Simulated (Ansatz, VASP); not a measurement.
# Se in VASP and in Ansatz

```
CELL_PARAMETERS angstrom
4.36620 0.00000 0.00000
-2.18310 3.78124 0.00000
0.00000 0.00000 4.95360
ATOMIC_POSITIONS crystal
Se 0.77460 0.77460 0.00000
Se 0.00000 0.22540 0.66667
Se 0.22540 0.00000 0.33333
```

Alike in both runs: functional HF; k mesh 4 × 4 × 3; occupations fermi-dirac, width 0.05 eV; no spin polarisation.

```csv
,VASP,Ansatz
version,VASP 6.6.1,Ansatz 0.2.0
potentials or method,"VASP PAW PBE potentials, release 64 (Se)",Ansatz PAW
plane-wave cutoff (eV),520,420
valence electrons in the cell,18,48
task,single point,band structure
```

```csv
,VASP,Ansatz,Ansatz less VASP
gap on the k mesh at the Fermi level (eV),8.51,8.36,-0.141
pressure (GPa),1.9,3.4,+1.55
"traceless stress, the component that is largest in VASP (GPa)",-2.78,-2.29,+0.491
rms of the force components (eV/Å),0.682,0.559,-0.1226
```

VASP's potentials were made for PBE, not for HF. Atom by atom the forces differ by 0.123 eV/Å (rms over components). VASP's potentials hold 18 valence electrons a cell and Ansatz's 48, so a difference there can come from the potentials and not from the codes.

The k mesh is coarse, so the values compare programs but aren't converged.
